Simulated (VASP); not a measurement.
# MgSi3N2 (P6mm) in VASP: a series of runs

Runs on MgSi3N2. Level: PBE. Tasks: single point.

Program: VASP 6.6.1. These are calculated values, not measurements. Logs are shortened: lines on timing, memory, paths and dates and some standing lists are left out, and cuts for length are marked.

## Step 1: The cell of the first run

It takes space group P6mm (No. 183, hexagonal). Conventional cell: a = 5.027 Å, b = 5.027 Å, c = 3.531 Å, α = 90.00°, β = 90.00°, γ = 120.00°. Within 3.8 Å of Mg (site symmetry 6mm) lie 6 N at 2.91 Å and 12 Si at 2.94 to 3.22 Å and 2 Mg at 3.53 Å. Si (site symmetry 2mm) has 4 N at 2.28 to 2.30 Å and 4 Si at 2.51 Å and 2 Mg at 2.94 Å within 3.0 Å. N (site symmetry 3m) has 6 Si at 2.28 to 2.30 Å and 3 N at 2.90 Å and 3 Mg at 2.91 Å within 3.0 Å.

The cell was generated, and may not be a known phase.

## Step 2: Single point, PBE

Contents of INCAR:

```
SYSTEM = MgSi3N2
ALGO = Normal
EDIFF = 1E-6
ENCUT = 520
GGA = PE
ISIF = 2
ISMEAR = 0
LASPH = .TRUE.
LCHARG = .FALSE.
LREAL = .FALSE.
LWAVE = .FALSE.
NBANDS = 21
NELM = 80
PREC = Accurate
SIGMA = 0.1
```

Contents of KPOINTS:

```
k-points
0
G
  6 6 6
  0 0 0
```

Contents of POSCAR:

```
MgSi3N2
1.0
    5.0268837100      0.0000000000      0.0000000000
   -2.5134418500      4.3534089900      0.0000000000
    0.0000000000      0.0000000000      3.5307300600
Mg Si N
1 3 2
Direct
    0.0000000000      0.0000000000      0.8888130200
    0.5000000000      0.5000000000      0.4595159900
    0.5000000000      0.0000000000      0.4595159900
    0.0000000000      0.5000000000      0.4595159900
    0.6666666700      0.3333333300      0.9631379800
    0.3333333300      0.6666666700      0.9631379800
```

Potentials or basis: VASP PAW PBE potentials, release 64 (Mg, Si, N).

On the command line:

```console
cat potpaw_PBE.64/Mg/POTCAR potpaw_PBE.64/Si/POTCAR potpaw_PBE.64/N/POTCAR > POTCAR
mpirun -np 1 vasp_std > vasp.out
```

OUTCAR:

```text
SYSTEM = MgSi3N2
   EDIFF = 1E-6
   ENCUT = 520
   GGA = PE
   ISIF = 2
   ISMEAR = 0
   LASPH = .TRUE.
   LREAL = .FALSE.
   NELM = 80
   PREC = Accurate

 ion  position               nearest neighbor table
   1  0.000  0.000  0.889-   4 2.94   4 2.94   2 2.94   2 2.94   3 2.94   3 2.94   4 3.22   4 3.22
                             2 3.22   2 3.22   3 3.22   3 3.22
   2  0.500  0.500  0.460-   5 2.28   6 2.28   5 2.30   6 2.30   3 2.51   3 2.51   4 2.51   4 2.51
                             1 2.94   1 2.94   1 3.22   1 3.22
   3  0.500  0.000  0.460-   5 2.28   6 2.28   5 2.30   6 2.30   2 2.51   2 2.51   4 2.51   4 2.51
                             1 2.94   1 2.94   1 3.22   1 3.22
   4  0.000  0.500  0.460-   5 2.28   6 2.28   5 2.30   6 2.30   3 2.51   3 2.51   2 2.51   2 2.51
                             1 2.94   1 2.94   1 3.22   1 3.22
   5  0.667  0.333  0.963-   3 2.28   4 2.28   2 2.28   3 2.30   4 2.30   2 2.30
   6  0.333  0.667  0.963-   3 2.28   4 2.28   2 2.28   3 2.30   4 2.30   2 2.30

  LATTYP: Found a hexagonal cell.
 ALAT       =     5.0268837100
 C/A-ratio  =     0.7023695521

  Lattice vectors:

 A1 = (   5.0268837100,   0.0000000000,   0.0000000000)
 A2 = (  -2.5134418500,   4.3534089900,   0.0000000000)
 A3 = (   0.0000000000,   0.0000000000,   3.5307300600)

Analysis of symmetry for initial positions (statically):
=====================================================================
 Subroutine PRICEL returns:
 Original cell was already a primitive cell.

 Routine SETGRP: Setting up the symmetry group for a
 hexagonal supercell.

 Subroutine GETGRP returns: Found 12 space group operations
 (whereof 12 operations were pure point group operations)
 out of a pool of 24 trial point group operations.

The static configuration has the point symmetry C_6v.

Analysis of symmetry for dynamics (positions and initial velocities):
=====================================================================
 Subroutine PRICEL returns:
 Original cell was already a primitive cell.

 Routine SETGRP: Setting up the symmetry group for a
 hexagonal supercell.

 Subroutine GETGRP returns: Found 12 space group operations
 (whereof 12 operations were pure point group operations)
 out of a pool of 24 trial point group operations.

The dynamic configuration has the point symmetry C_6v.

 Subroutine INISYM returns: Found 12 space group operations
 (whereof 12 operations are pure point group operations),
 and found     1 'primitive' translations

----------------------------------------------------------------------------------------
[... 107 lines left out ...]
   ISIF   =      2    stress and relaxation
   ISYM   =      2    0-nonsym 1-usesym 2-fastsym
   POTIM  = 0.5000    time-step for ionic-motion
   TEBEG  =    0.0;   TEEND  =   0.0 temperature during run
   PSTRESS=    0.0 pullay stress
   NELECT =      24.0000    total number of electrons
   NUPDOWN=      -1.0000    fix difference up-down
   EMIN   =  10.00;   EMAX   =-10.00  energy-range for DOS
   EFERMI =   0.00;   METHOD = LEGACY
   ISMEAR =     0;   SIGMA  =   0.10  broadening in eV -4-tet -1-fermi 0-gaus
   EFERMI_NEDOS =   21; number of points for ismear=-14 and -15
   IALGO  =     38    algorithm
   IMIX   =      4    mixing-type and parameters
     AMIX     =   0.40;   BMIX     =  1.00
     AMIX_MAG =   1.60;   BMIX_MAG =  1.00
  volume/ion in A,a.u.               =      12.88        86.90
  Fermi-wavevector in a.u.,A,eV,Ry     =   1.108701  2.095140 16.724515  1.229217
  Thomas-Fermi vector in A             =   2.245231
   LORBIT       =      0    0 simple, 1 ext, 2 COOP (PROOUT), +10 PAW based schemes
   GGA     = PE    functional components
   LHFCALC =     F    Hartree Fock is set to
   AEXX    =    0.0000 exact exchange contribution
   IVDW    =     0    specifies the selected vdW correction
   LEPSILON=     F    determine dielectric tensor
   LRPA    =     F    only Hartree local field effects (RPA)
 non-spin polarized calculation
 Gauss-broadening in eV      SIGMA  =   0.10
  energy-cutoff  :      520.00
  volume of cell :       77.27
 maximum number of plane-waves:      2119
 NGX is ok and might be reduce to    40
   NGX = 19   NGY = 19   NGZ = 13

 number of electron      23.9999999 magnetization

 Free energy of the ion-electron system (eV)
  ---------------------------------------------------
  ext. energy  EPLUGINS =         0.00000000
  ---------------------------------------------------
  free energy    TOTEN  =       -29.87401712 eV

  energy without entropy =      -29.86002614  energy(sigma->0) =      -29.86702163

 E-fermi :   7.8651     XC(G=0): -10.7850

 val. band max:        7.8482502856   @ k =   0.1667   0.0000   0.1667
 cond. band min:       7.9106093501   @ k =   0.3333   0.1667   0.0000
 fundamental gap:      0.0623590645
 Fermi energy:         7.8651089401

 k-point     1 :       0.0000    0.0000    0.0000
  band No.  band energies     occupation
      1      -9.0162      2.00000
      2      -6.6084      2.00000
      3       0.2290      2.00000
      4       0.2290      2.00000
      5       0.2535      2.00000
      6       1.9074      2.00000
[... 565 lines left out ...]
     20      13.3273      0.00000
     21      13.8453      0.00000

 [... further k-points ...]

------------------------ aborting loop because EDIFF is reached ----------------------------------------

  FORCE on cell =-STRESS in cart. coord.  units (eV):
  Direction    XX          YY          ZZ          XY          YZ          ZX
  --------------------------------------------------------------------------------------
  -------------------------------------------------------------------------------------
  Total       -0.9111166     -0.9111166     -6.9078280     -0.0000000      0.0000000     -0.0000000
  in kB      -18.8925997    -18.8925997   -143.2383388     -0.0000000      0.0000000     -0.0000000
  external PRESSURE =     -60.3411794 kB  Pullay stress =       0.0000000 kB

 VOLUME and BASIS-vectors are now :
 -----------------------------------------------------------------------------
  energy-cutoff  :      520.00
  volume of cell :       77.27
      direct lattice vectors                 reciprocal lattice vectors
     5.026883710  0.000000000  0.000000000     0.198930403  0.114852521  0.000000000
    -2.513441850  4.353408990  0.000000000     0.000000000  0.229705043  0.000000000
     0.000000000  0.000000000  3.530730060     0.000000000  0.000000000  0.283227543

 POSITION                                       TOTAL-FORCE (eV/Angst)
 -----------------------------------------------------------------------------------
      0.00000      0.00000      3.13816         0.000000     -0.000000      0.204186
      1.25672      2.17670      1.62243         0.000000      0.000000     -0.313037
      2.51344      0.00000      1.62243        -0.000000      0.000000     -0.313037
     -1.25672      2.17670      1.62243        -0.000000      0.000000     -0.313037
      2.51344      1.45114      3.40058        -0.000000      0.000000      0.367462
     -0.00000      2.90227      3.40058        -0.000000     -0.000000      0.367462
 -----------------------------------------------------------------------------------
    total drift:                                0.000000      0.000000     -0.000407

  FREE ENERGIE OF THE ION-ELECTRON SYSTEM (eV)
  ---------------------------------------------------
  free  energy   TOTEN  =       -29.8740171153 eV

  energy  without entropy=      -29.8600261409  energy(sigma->0) =      -29.86702163
```

OSZICAR:

```text
N       E                     dE             d eps       ncg     rms          rms(c)
DAV:   1     0.714600493645E+02    0.71460E+02   -0.10471E+04  1176   0.990E+02
DAV:   2    -0.253897066569E+02   -0.96850E+02   -0.91667E+02  1539   0.176E+02
DAV:   3    -0.324941373109E+02   -0.71044E+01   -0.70074E+01  1518   0.476E+01
DAV:   4    -0.325827899726E+02   -0.88653E-01   -0.88454E-01  1424   0.588E+00
DAV:   5    -0.325837171560E+02   -0.92718E-03   -0.92709E-03  1505   0.584E-01    0.103E+01
DAV:   6    -0.303408128770E+02    0.22429E+01   -0.16213E+01  1405   0.221E+01    0.601E+00
DAV:   7    -0.299491941862E+02    0.39162E+00   -0.26982E+00  1331   0.894E+00    0.279E+00
DAV:   8    -0.298910970661E+02    0.58097E-01   -0.49272E-01  1359   0.371E+00    0.759E-01
DAV:   9    -0.298744175442E+02    0.16680E-01   -0.57727E-02  1556   0.128E+00    0.180E-01
DAV:  10    -0.298740202689E+02    0.39728E-03   -0.67979E-03  1326   0.441E-01    0.100E-01
DAV:  11    -0.298740319017E+02   -0.11633E-04   -0.21132E-04  1565   0.850E-02    0.422E-02
DAV:  12    -0.298740178470E+02    0.14055E-04   -0.49287E-05  1344   0.391E-02    0.844E-03
DAV:  13    -0.298740171153E+02    0.73169E-06   -0.56121E-06  1427   0.137E-02
   1 F= -.29874017E+02 E0= -.29867022E+02  d E =-.139910E-01
```

Wall time 45 s (1 thread of Intel Xeon Platinum 8259CL at 2.50GHz (Skylake/Cascade Lake), shared host); peak memory 0.22 GiB.

What came out:

```yaml
Free_energy: -29.8740 eV
Pressure: -6.0 GPa
Largest_force: 0.367 eV/Å
Band_gap_on_the_k_mesh: zero (bands 12 and 13 overlap by 2.50 eV)
```

Forces on the atoms (eV/Å):
```
Mg   0.000  0.000  0.204
Si   0.000  0.000 -0.313
Si   0.000  0.000 -0.313
Si   0.000  0.000 -0.313
N    0.000  0.000  0.367
N    0.000  0.000  0.367
```

Levels at points of the mesh, in eV from the Fermi level:
```tsv
k point	band 8	band 9	band 10	band 11	band 12	band 13	band 14	band 15	band 16	band 17
(0.00, 0.00, 0.00)	-5.43	-3.77	-2.63	-1.46	0.46	0.46	1.32	1.32	3.59	3.59
(0.50, 0.00, 0.00)	-4.11	-3.23	-3.05	-2.11	-0.56	2.13	2.69	2.78	2.97	2.98
(0.00, 0.00, 0.50)	-4.36	-3.23	-3.23	-2.88	-2.88	-1.52	-0.65	3.73	3.99	4.71
(0.50, 0.00, 0.50)	-5.44	-3.15	-1.88	-0.81	0.80	1.46	1.52	2.45	3.17	3.47
```

Caveat: the stress differs along the axes, from -14 to -2 GPa.

(Part 1 of 2 ends here.)

The gap in the log of VASP goes by the Fermi energy; the results here count the filled bands.